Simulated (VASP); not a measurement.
# SnO2 (Pbcn) in VASP: a series of runs, part 2 of 2

VASP 6.6.1.

**6. Single point, PBE**

This run uses another cell than the first one, of 10.36 Å³/atom, 0.778 times its volume.

File INCAR:

```
SYSTEM = SnO2
PREC     = Accurate       ! precision mode
ENCUT    = 520            ! plane-wave cutoff, eV
EDIFF    = 1E-6           ! SCF threshold, eV
ISMEAR   = 0              ! smearing method
SIGMA    = 0.05           ! smearing width, eV
LREAL    = .FALSE.        ! projectors in reciprocal space
LASPH    = .TRUE.         ! aspherical terms in the spheres
NELM     = 80             ! most SCF steps
ALGO     = Normal         ! electronic algorithm
ISIF     = 2              ! what is computed and relaxed
LWAVE    = .FALSE.        ! write WAVECAR
LCHARG   = .TRUE.         ! write CHGCAR
GGA      = PE             ! functional
LELF     = .TRUE.         ! ELF
LVHAR    = .TRUE.       
NBANDS   = 64             ! bands
```

File KPOINTS:

```
regular mesh
0
G
  6 6 6
  0 0 0
```

File POSCAR:

```
SnO2
1.0
    4.6115134859      0.0000000000      0.0000000000
    0.0000000000      5.2788262128      0.0000000000
    0.0000000000      0.0000000000      5.1074258724
Sn O
4 8
Direct
    0.5000000000      0.6651654903      0.7500000000
    0.0000000000      0.8348345097      0.2500000000
    0.5000000000      0.3348345097      0.2500000000
    0.0000000000      0.1651654903      0.7500000000
    0.7301204269      0.6070551965      0.0781681516
    0.2301204269      0.8929448035      0.9218318484
    0.7698795731      0.8929448035      0.5781681516
    0.2698795731      0.6070551965      0.4218318484
    0.7301204269      0.3929448035      0.5781681516
    0.2301204269      0.1070551965      0.4218318484
    0.7698795731      0.1070551965      0.0781681516
    0.2698795731      0.3929448035      0.9218318484
```

Potentials or basis: VASP PAW PBE potentials, release 64 (Sn_d, O).

Run with:

```bash
cat potpaw_PBE.64/Sn_d/POTCAR potpaw_PBE.64/O/POTCAR > POTCAR
mpirun -np 1 vasp_std > vasp.out
```

OUTCAR:

```text
SYSTEM = SnO2
   PREC = Accurate
   ENCUT = 520
   EDIFF = 1E-6
   ISMEAR = 0
   LREAL = .FALSE.
   LASPH = .TRUE.
   NELM = 80
   ISIF = 2
   GGA = PE

 ion  position               nearest neighbor table
   1  0.500  0.665  0.750-   6 1.94   7 1.94   9 1.99  12 1.99   5 2.01   8 2.01   3 3.09   3 3.09
                             4 3.50   4 3.50   4 3.50   4 3.50   2 3.56   2 3.56   2 3.56   2 3.56
   2  0.000  0.835  0.250-   5 1.94   8 1.94  10 1.99  11 1.99   7 2.01   6 2.01   4 3.09   4 3.09
                             3 3.50   3 3.50   3 3.50   3 3.50   1 3.56   1 3.56   1 3.56   1 3.56
   3  0.500  0.335  0.250-  10 1.94  11 1.94   5 1.99   8 1.99   9 2.01  12 2.01   1 3.09   1 3.09
                             2 3.50   2 3.50   2 3.50   2 3.50   4 3.56   4 3.56   4 3.56   4 3.56
   4  0.000  0.165  0.750-   9 1.94  12 1.94   6 1.99   7 1.99  11 2.01  10 2.01   2 3.09   2 3.09
                             1 3.50   1 3.50   1 3.50   1 3.50   3 3.56   3 3.56   3 3.56   3 3.56
   5  0.730  0.607  0.078-   2 1.94   3 1.99   1 2.01
   6  0.230  0.893  0.922-   1 1.94   4 1.99   2 2.01
   7  0.770  0.893  0.578-   1 1.94   4 1.99   2 2.01
   8  0.270  0.607  0.422-   2 1.94   3 1.99   1 2.01
   9  0.730  0.393  0.578-   4 1.94   1 1.99   3 2.01
  10  0.230  0.107  0.422-   3 1.94   2 1.99   4 2.01
[... 1823 lines left out ...]
     63      19.8434      0.00000
     64      19.8442      0.00000

 [... further k-points ...]
[... 5 lines left out ...]
  --------------------------------------------------------------------------------------
  -------------------------------------------------------------------------------------
  Total       35.0655238     44.1469977     35.3771378      0.0000000      0.0000000      0.0000000
  in kB      451.8642611    568.8907032    455.8798071      0.0000000      0.0000000      0.0000000
  external PRESSURE =     492.2115905 kB  Pullay stress =       0.0000000 kB

 VOLUME and BASIS-vectors are now :
 -----------------------------------------------------------------------------
  energy-cutoff  :      520.00
  volume of cell :      124.33
      direct lattice vectors                 reciprocal lattice vectors
     4.611513486  0.000000000  0.000000000     0.216848547  0.000000000  0.000000000
     0.000000000  5.278826213  0.000000000     0.000000000  0.189436053  0.000000000
     0.000000000  0.000000000  5.107425872     0.000000000  0.000000000  0.195793346

 POSITION                                       TOTAL-FORCE (eV/Angst)
 -----------------------------------------------------------------------------------
      2.30576      3.51129      3.83057        -0.000000      0.810798      0.000000
      0.00000      4.40695      1.27686        -0.000000     -0.810798      0.000000
      2.30576      1.76753      1.27686        -0.000000     -0.810798      0.000000
      0.00000      0.87188      3.83057        -0.000000      0.810798      0.000000
      3.36696      3.20454      0.39924         0.391913     -0.161725     -0.402523
      1.06120      4.71370      4.70819         0.391913      0.161725      0.402523
      3.55031      4.71370      2.95295        -0.391913      0.161725     -0.402523
      1.24455      3.20454      2.15447        -0.391913     -0.161725      0.402523
      3.36696      2.07429      2.95295         0.391913      0.161725     -0.402523
      1.06120      0.56513      2.15447         0.391913     -0.161725      0.402523
      3.55031      0.56513      0.39924        -0.391913     -0.161725     -0.402523
      1.24455      2.07429      4.70819        -0.391913      0.161725      0.402523
 -----------------------------------------------------------------------------------
    total drift:                                0.000000      0.000000     -0.000000

  FREE ENERGIE OF THE ION-ELECTRON SYSTEM (eV)
  ---------------------------------------------------
  free  energy   TOTEN  =       -71.0734329704 eV

  energy  without entropy=      -71.0734329704  energy(sigma->0) =      -71.07343297
```

OSZICAR:

```text
N       E                     dE             d eps       ncg     rms          rms(c)
DAV:   1     0.165199573046E+04    0.16520E+04   -0.48308E+04  9592   0.272E+03
DAV:   2     0.269699790132E+03   -0.13823E+04   -0.13061E+04  8504   0.826E+02
DAV:   3    -0.564139146130E+02   -0.32611E+03   -0.31834E+03  8744   0.290E+02
DAV:   4    -0.836814303865E+02   -0.27268E+02   -0.26988E+02 10240   0.928E+01
DAV:   5    -0.844258958026E+02   -0.74447E+00   -0.74222E+00  9736   0.157E+01    0.248E+01
DAV:   6    -0.707787023320E+02    0.13647E+02   -0.42215E+01 13088   0.707E+01    0.937E+00
DAV:   7    -0.711289279294E+02   -0.35023E+00   -0.61821E+00  9400   0.109E+01    0.519E+00
DAV:   8    -0.711150147316E+02    0.13913E-01   -0.77280E-01 11648   0.955E+00    0.130E+00
DAV:   9    -0.710715531604E+02    0.43462E-01   -0.25276E-01 12352   0.667E+00    0.293E-01
DAV:  10    -0.710731839274E+02   -0.16308E-02   -0.22107E-02  9288   0.907E-01    0.162E-01
DAV:  11    -0.710734464020E+02   -0.26247E-03   -0.21979E-03 10880   0.257E-01    0.332E-02
DAV:  12    -0.710734371671E+02    0.92349E-05   -0.15177E-04 11888   0.117E-01    0.156E-02
DAV:  13    -0.710734333407E+02    0.38264E-05   -0.43356E-05 11928   0.121E-01    0.746E-03
DAV:  14    -0.710734335103E+02   -0.16958E-06   -0.10606E-05  9208   0.173E-02    0.503E-03
DAV:  15    -0.710734329704E+02    0.53995E-06   -0.81667E-07  5632   0.171E-02
   1 F= -.71073433E+02 E0= -.71073433E+02  d E =-.591438E-15
```

stdout:

```text
POSCAR found type information on POSCAR SnO
 POSCAR found :  2 types and      12 ions
 scaLAPACK will be used
 LDA part: xc-table for (Slater+PW92), standard interpolation
 POSCAR, INCAR and KPOINTS ok, starting setup
 FFT: planning ... GRIDC
 FFT: planning ... GRID_SOFT
 FFT: planning ... GRID
 WAVECAR not read
 entering main loop
```

Wall time 6.6 min (1 thread of Intel Xeon Platinum 8259CL at 2.50GHz (Skylake/Cascade Lake), shared host); peak memory 0.46 GiB.

What came out:

- Free energy: -71.0734 eV
- Pressure: 49.2 GPa
- Largest force: 0.811 eV/Å
- Band gap on the k mesh: 2.82 eV, direct

Forces in eV/Å, atoms in the order of the input:
```
Sn   0.000  0.811  0.000
Sn   0.000 -0.811  0.000
Sn   0.000 -0.811  0.000
Sn   0.000  0.811  0.000
O    0.392 -0.162 -0.403
O    0.392  0.162  0.403
O   -0.392  0.162 -0.403
O   -0.392 -0.162  0.403
O    0.392  0.162 -0.403
O    0.392 -0.162  0.403
O   -0.392 -0.162 -0.403
O   -0.392  0.162  0.403
```

Levels at points of the mesh, in eV from the valence-band top:
```csv
k point,band 50,band 51,band 52,band 53,band 54,band 55
"(0.00, 0.00, 0.00)",-0.54,-0.07,0.00,2.82,7.49,7.53
"(0.50, 0.00, 0.00)",-0.42,-0.13,-0.13,5.92,5.92,6.47
"(0.00, 0.50, 0.00)",-1.16,-0.42,-0.42,5.46,5.46,8.48
"(0.50, 0.50, 0.00)",-0.71,-0.55,-0.55,6.39,6.39,7.37
"(0.00, 0.00, 0.50)",-0.62,-0.06,-0.06,5.87,5.87,7.31
"(0.50, 0.00, 0.50)",-0.32,-0.32,-0.32,6.28,6.28,6.28
"(0.00, 0.50, 0.50)",-0.62,-0.62,-0.62,6.95,6.95,6.95
"(0.50, 0.50, 0.50)",-0.73,-0.73,-0.73,6.87,6.87,6.87
```

Caveat: spin-orbit coupling is left out, which moves the levels of the heavy elements.

**7. Overview**

```csv
cell,gap on the mesh (eV),pressure (GPa),largest force (eV/Å)
"a = 4.915, b = 5.975, c = 5.443 Å, 12 atoms",0.26,-11.2,0.18
"a = 4.831, b = 6.032, c = 5.350 Å, 12 atoms",0.51,-7.7,0.11
"a = 4.591, b = 5.581, c = 5.084 Å, 12 atoms",2.48,32.8,0.50
"a = 4.520, b = 5.495, c = 5.006 Å, 12 atoms",3.07,49.6,0.73
"a = 4.612, b = 5.279, c = 5.107 Å, 12 atoms",2.82,49.2,0.81
```

Alike in all rows: task single point; level PBE; potentials or basis VASP PAW PBE potentials, release 64 (Sn_d, O); no spin polarisation; k mesh 6 × 6 × 6; cutoff (eV) 520; smearing gaussian 0.05 eV.

Caveats: spin-orbit coupling is left out, which moves the levels of the heavy elements.

Absolute energies hang on the potentials; compare differences alone.
